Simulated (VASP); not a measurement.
# Ir (P6_3/mmc) in VASP: vibrations by perturbation theory with PBEsol

Aim: the vibrations by perturbation theory of Ir with PBEsol.

Program: VASP 6.6.1. These are calculated values, not measurements. Logs are shortened: lines on timing, memory, paths and dates and some standing lists are left out, and cuts for length are marked.

## 1. The cell of the first run

It takes space group P6_3/mmc (No. 194, hexagonal). Conventional cell: a = 2.751 Å, b = 2.751 Å, c = 4.462 Å, α = 90.00°, β = 90.00°, γ = 120.00°. Ir (site symmetry -6m2) has 12 Ir at 2.74 to 2.75 Å within 3.6 Å.

This isn't the form of Ir at room conditions, which is fcc.

## 2. Vibrations by perturbation theory, PBEsol

INCAR reads:

```
  ALGO = Normal
  EDIFF = 1E-8
  ENCUT = 520
  GGA = PS
  IBRION = 8
  ISIF = 2
  ISMEAR = 1
  LASPH = T
  LCHARG = F
  LREAL = F
  LWAVE = F
  NBANDS = 16
  NELM = 80
  NSW = 1
  PREC = Accurate
  SIGMA = 0.1
```

KPOINTS reads:

```
k-points
0
Gamma
  12 12 8
```

POSCAR reads:

```
Ir
1.0
    2.7513778900      0.0000000000      0.0000000000
   -1.3756889500      2.3827631500      0.0000000000
    0.0000000000      0.0000000000      4.4622900000
Ir
2
Direct
    0.6666666667      0.3333333333      0.7500000000
    0.3333333333      0.6666666667      0.2500000000
```

Potentials or basis: VASP PAW PBE potentials, release 64 (Ir).

On the command line:

```
$ cat potpaw_PBE.64/Ir/POTCAR > POTCAR
$ mpirun -np 1 vasp_std > vasp.out
```

OUTCAR:

```text
EDIFF = 1E-8
   ENCUT = 520
   GGA = PS
   IBRION = 8
   ISIF = 2
   ISMEAR = 1
   LASPH = T
   LREAL = F
   NELM = 80
   NSW = 1
   PREC = Accurate

 ion  position               nearest neighbor table
   1  0.667  0.333  0.750-   2 2.74   2 2.74   2 2.74   2 2.74   2 2.74   2 2.74
   2  0.333  0.667  0.250-   1 2.74   1 2.74   1 2.74   1 2.74   1 2.74   1 2.74

  LATTYP: Found a hexagonal cell.
 ALAT       =     2.7513778900
 C/A-ratio  =     1.6218382855

  Lattice vectors:

 A1 = (   2.7513778900,   0.0000000000,   0.0000000000)
 A2 = (  -1.3756889500,   2.3827631500,   0.0000000000)
 A3 = (   0.0000000000,   0.0000000000,   4.4622900000)

Analysis of symmetry for initial positions (statically):
=====================================================================
 Subroutine PRICEL returns:
 Original cell was already a primitive cell.

 Routine SETGRP: Setting up the symmetry group for a
 hexagonal supercell.

 Subroutine GETGRP returns: Found 24 space group operations
 (whereof 12 operations were pure point group operations)
 out of a pool of 24 trial point group operations.

The static configuration has the point symmetry D_3d.
 The point group associated with its full space group is D_6h.

Analysis of symmetry for dynamics (positions and initial velocities):
=====================================================================
 Subroutine PRICEL returns:
 Original cell was already a primitive cell.

 Routine SETGRP: Setting up the symmetry group for a
 hexagonal supercell.

 Subroutine GETGRP returns: Found 24 space group operations
 (whereof 12 operations were pure point group operations)
 out of a pool of 24 trial point group operations.

The dynamic configuration has the point symmetry D_3d.
 The point group associated with its full space group is D_6h.

 Subroutine INISYM returns: Found 24 space group operations
 (whereof 12 operations are pure point group operations),
 and found     1 'primitive' translations

----------------------------------------------------------------------------------------

                                     Primitive cell

  volume of cell :      29.2542

  direct lattice vectors                    reciprocal lattice vectors
     2.751377890  0.000000000  0.000000000     0.363454255  0.209840412  0.000000000
    -1.375688950  2.382763150  0.000000000     0.000000000  0.419680823  0.000000000
     0.000000000  0.000000000  4.462290000     0.000000000  0.000000000  0.224100182

  length of vectors
     2.751377890  2.751377894  4.462290000     0.419680824  0.419680823  0.224100182

  position of ions in fractional coordinates (direct lattice)
     0.666666667  0.333333333  0.750000000
     0.333333333  0.666666667  0.250000000

  ion indices of the primitive-cell ions
   primitive index   ion index
                 1           1
                 2           2

----------------------------------------------------------------------------------------

 KPOINTS: k-points

Automatic generation of k-mesh.
 Grid dimensions read from file:
 generate k-points for:   12   12    8

 Generating k-lattice:

  Cartesian coordinates                     Fractional coordinates (reciprocal lattice)
     0.030287855  0.017486701  0.000000000     0.083333333 -0.000000000  0.000000000
     0.000000000  0.034973402  0.000000000     0.000000000  0.083333333  0.000000000
     0.000000000  0.000000000  0.028012523     0.000000000  0.000000000  0.125000000

  Length of vectors
     0.034973402  0.034973402  0.028012523

  Shift w.r.t. Gamma in fractional coordinates (k-lattice)
     0.000000000  0.000000000  0.000000000

 Subroutine IBZKPT returns following result:
 ===========================================

 Found     95 irreducible k-points:

 Following reciprocal coordinates:
            Coordinates               Weight
  0.000000  0.000000  0.000000      1.000000
  0.083333  0.000000  0.000000      6.000000
  0.166667 -0.000000  0.000000      6.000000
  0.250000 -0.000000  0.000000      6.000000
  0.333333  0.000000  0.000000      6.000000
  0.416667  0.000000  0.000000      6.000000
[... 16 lines left out ...]
  0.250000 -0.000000  0.125000     12.000000
  0.333333  0.000000  0.125000     12.000000
 [... further k-points ...]
   k-points           NKPTS =     95   k-points in BZ     NKDIM =     95   number of bands    NBANDS=     16
   number of dos      NEDOS =    301   number of ions     NIONS =      2
   total plane-waves  NPLWV =  14400
   dimension x,y,z NGX =    20 NGY =   20 NGZ =   36
   dimension x,y,z NGXF=    40 NGYF=   40 NGZF=   72
   ions per type =               2
   NGX,Y,Z   is equivalent  to a cutoff of  12.08, 12.08, 13.41 a.u.
   NGXF,Y,Z  is equivalent  to a cutoff of  24.17, 24.17, 26.82 a.u.
 SYSTEM =  unknown system
   PREC   = accura    normal or accurate (medium, high low for compatibility)
   ISTART =      0    job   : 0-new  1-cont  2-samecut
   ICHARG =      2    charge: 1-file 2-atom 10-const
   ISPIN  =      1    spin polarized calculation?
   LNONCOLLINEAR =      F non collinear calculations
   LSORBIT =      F    spin-orbit coupling
   LASPH  =      T    aspherical Exc in radial PAW
   ENCUT  =  520.0 eV  38.22 Ry    6.18 a.u.   5.12  5.12  8.30*2*pi/ulx,y,z
   NELM   =     80;   NELMIN=  2; NELMDL= -5     # of ELM steps
   EDIFF  = 0.1E-07   stopping-criterion for ELM
   LREAL  =      F    real-space projection
   EDIFFG = 0.1E-06   stopping-criterion for IOM
   NSW    =      1    number of steps for IOM
   IBRION =      8    ionic relax: 0-MD 1-quasi-New 2-CG
   NFREE  =      0    steps in history (QN), initial steepest desc. (CG)
   ISIF   =      2    stress and relaxation
   ISYM   =      2    0-nonsym 1-usesym 2-fastsym
   POTIM  = 0.5000    time-step for ionic-motion
   TEBEG  =    0.0;   TEEND  =   0.0 temperature during run
   PSTRESS=    0.0 pullay stress
   NELECT =      18.0000    total number of electrons
   NUPDOWN=      -1.0000    fix difference up-down
   EMIN   =  10.00;   EMAX   =-10.00  energy-range for DOS
   EFERMI =   0.00;   METHOD = LEGACY
   ISMEAR =     1;   SIGMA  =   0.10  broadening in eV -4-tet -1-fermi 0-gaus
   EFERMI_NEDOS =   21; number of points for ismear=-14 and -15
   IALGO  =     38    algorithm
   IMIX   =      4    mixing-type and parameters
     AMIX     =   0.40;   BMIX     =  1.00
     AMIX_MAG =   1.60;   BMIX_MAG =  1.00
  volume/ion in A,a.u.               =      14.63        98.71
  Fermi-wavevector in a.u.,A,eV,Ry     =   1.392417  2.631287 26.379323  1.938826
  Thomas-Fermi vector in A             =   2.516162
   LORBIT       =      0    0 simple, 1 ext, 2 COOP (PROOUT), +10 PAW based schemes
   GGA     = PS    functional components
   LHFCALC =     F    Hartree Fock is set to
   AEXX    =    0.0000 exact exchange contribution
   IVDW    =     0    specifies the selected vdW correction
   LEPSILON=     F    determine dielectric tensor
   LRPA    =     F    only Hartree local field effects (RPA)
 non-spin polarized calculation
 Methfessel and Paxton  Order N= 1 SIGMA  =   0.10
  energy-cutoff  :      520.00
  volume of cell :       29.25
 maximum number of plane-waves:       801
   NGX = 11   NGY = 11   NGZ = 17

--------------------------------------- Ionic step        1  -------------------------------------------

 number of electron      18.0000000 magnetization

 Free energy of the ion-electron system (eV)
  ---------------------------------------------------
  ext. energy  EPLUGINS =         0.00000000
  ---------------------------------------------------
  free energy    TOTEN  =       -19.46022583 eV

  energy without entropy =      -19.45904952  energy(sigma->0) =      -19.45983373

 E-fermi :   9.7918     XC(G=0): -13.9055

 val. band max:        9.7578328253   @ k =   0.3333   0.0000   0.5000
 cond. band min:       9.7956135754   @ k =   0.3333   0.2500   0.1250
 fundamental gap:      0.0377807501
 Fermi energy:         9.7918013872

 k-point     1 :       0.0000    0.0000    0.0000
  band No.  band energies     occupation
      1      -1.1575      2.00000
      2       1.9061      2.00000
      3       6.0183      2.00000
      4       6.1170      2.00000
      5       6.1170      2.00000
      6       6.7445      2.00000
[... 433 lines left out ...]
      3       4.0034      2.00000
      4       5.1310      2.00000
      5       6.2317      2.00000
      6       6.2798      2.00000
[... 8 lines left out ...]
     15      23.7270      0.00000
     16      24.4425      0.00000

 [... further k-points ...]
[... 5 lines left out ...]
  --------------------------------------------------------------------------------------
  -------------------------------------------------------------------------------------
  Total       -2.2422212     -2.2422212     -2.0219201      0.0000000      0.0000000      0.0000000
  in kB     -122.8004985   -122.8004987   -110.7351897      0.0000003      0.0000000      0.0000000
  external PRESSURE =    -118.7787290 kB  Pullay stress =       0.0000000 kB

 VOLUME and BASIS-vectors are now :
 -----------------------------------------------------------------------------
  energy-cutoff  :      520.00
  volume of cell :       29.25
      direct lattice vectors                 reciprocal lattice vectors
     2.751377890  0.000000000  0.000000000     0.363454255  0.209840412  0.000000000
    -1.375688950  2.382763150  0.000000000     0.000000000  0.419680823  0.000000000
     0.000000000  0.000000000  4.462290000     0.000000000  0.000000000  0.224100182

 POSITION                                       TOTAL-FORCE (eV/Angst)
 -----------------------------------------------------------------------------------
      1.37569      0.79425      3.34672        -0.000000     -0.000000      0.000000
     -0.00000      1.58851      1.11557         0.000000      0.000000      0.000000
 -----------------------------------------------------------------------------------
    total drift:                               -0.000000      0.000000     -0.000000

  FREE ENERGIE OF THE ION-ELECTRON SYSTEM (eV)
  ---------------------------------------------------
  free  energy   TOTEN  =       -19.4602258336 eV

  energy  without entropy=      -19.4590495202  energy(sigma->0) =      -19.45983373

[... ionic steps 2 to 3 ...]

--------------------------------------- Ionic step        4  -------------------------------------------

------------------------ aborting loop because EDIFF is reached ----------------------------------------

[... ionic steps 5 to 5 ...]

--------------------------------------- Ionic step        6  -------------------------------------------

 Free energy of the ion-electron system (eV)
  ---------------------------------------------------
  ---------------------------------------------------
  free energy    TOTEN  =        -0.21282180 eV

  energy without entropy =       -0.21282180

------------------------ aborting loop because EDIFF is reached ----------------------------------------

 INTERNAL STRAIN TENSOR  FOR ION    1  DIRECTION 3   (eV/Angst):
 -----------------------------------------------------------------------------
     0.07861 -0.00000  0.00000
    -0.00000  0.07861 -0.00000
    -0.00000  0.00000 -0.14818

 INTERNAL STRAIN TENSOR FOR ION    2 for displacements in x,y,z  (eV/Angst):
          X           Y           Z          XY          YZ          ZX
  --------------------------------------------------------------------------------
  x     0.00000    -0.00000     0.00000    -2.12929     0.00000     0.00000
  y    -2.12929     2.12929     0.00000    -0.00000     0.00000     0.00000
  z     0.00000    -0.00000     0.00000     0.00000     0.00000     0.00000

 SECOND DERIVATIVES (NOT SYMMETRIZED)
 ------------------------------------
               1X          1Y          1Z          2X          2Y          2Z
  1X    -4.990909    0.000000    0.000000    4.990909   -0.000000    0.000000
  1Y     0.000000   -4.990909    0.000000   -0.000000    4.990909    0.000000
  1Z     0.000000    0.000000  -13.523275    0.000000   -0.000000   13.523275
  2X     4.990909   -0.000000    0.000000   -4.990909    0.000000    0.000000
  2Y    -0.000000    4.990909    0.000000    0.000000   -4.990909    0.000000
  2Z     0.000000   -0.000000   13.523275    0.000000    0.000000  -13.523275

 Eigenvectors and eigenvalues of the dynamical matrix
 ----------------------------------------------------

   1 f  =    5.864181 THz    36.845736 2PiTHz  195.608026 cm-1    24.252293 meV
             X         Y         Z           dx          dy          dz
      1.375689  0.794254  3.346718     0.000000   -0.000000    0.707107
     -0.000000  1.588509  1.115573     0.000000   -0.000000   -0.707107
[... 16 lines left out ...]
   5 f  =    0.000000 THz     0.000000 2PiTHz    0.000001 cm-1     0.000000 meV
             X         Y         Z           dx          dy          dz
      1.375689  0.794254  3.346718     0.707072    0.006985   -0.000539
     -0.000000  1.588509  1.115573     0.707072    0.006985   -0.000539

   6 f/i=    0.000000 THz     0.000000 2PiTHz    0.000001 cm-1     0.000000 meV
             X         Y         Z           dx          dy          dz
      1.375689  0.794254  3.346718     0.007002   -0.706368    0.031539
     -0.000000  1.588509  1.115573     0.007002   -0.706368    0.031539

--------------------------------------------------------------------------------------------------------

 ELASTIC MODULI CONTR FROM IONIC RELAXATION (kBar)
 Direction    XX          YY          ZZ          XY          YZ          ZX
 --------------------------------------------------------------------------------
 XX         -49.7521     49.7521     -0.0000      0.0000      0.0000      0.0000
 YY          49.7521    -49.7521     -0.0000      0.0000      0.0000     -0.0000
 ZZ          -0.0000     -0.0000     -0.0000      0.0000      0.0000     -0.0000
 XY           0.0000      0.0000      0.0000    -49.7521      0.0000     -0.0000
 YZ           0.0000      0.0000      0.0000      0.0000      0.0000      0.0000
 ZX           0.0000     -0.0000     -0.0000     -0.0000      0.0000     -0.0000
 --------------------------------------------------------------------------------
```

Run time: 6.3 min. Hardware: 1 thread of Intel Xeon Platinum 8375C at 2.90GHz (Ice Lake), shared host; peak memory 0.42 GiB.

Results:

* Highest phonon frequency at Γ: 196 cm⁻¹

Phonon frequencies in cm⁻¹ (negative: imaginary):
| q point | frequencies |
| --- | --- |
| (0.000, 0.000, 0.000) | 0 0 0 119 119 196 |

Caveat: the cell stands under pressure or tension, which shifts response properties; the PAW data sets were made with another functional, which shifts forces and pressure a little; spin-orbit coupling is left out, which moves the levels of the heavy elements.
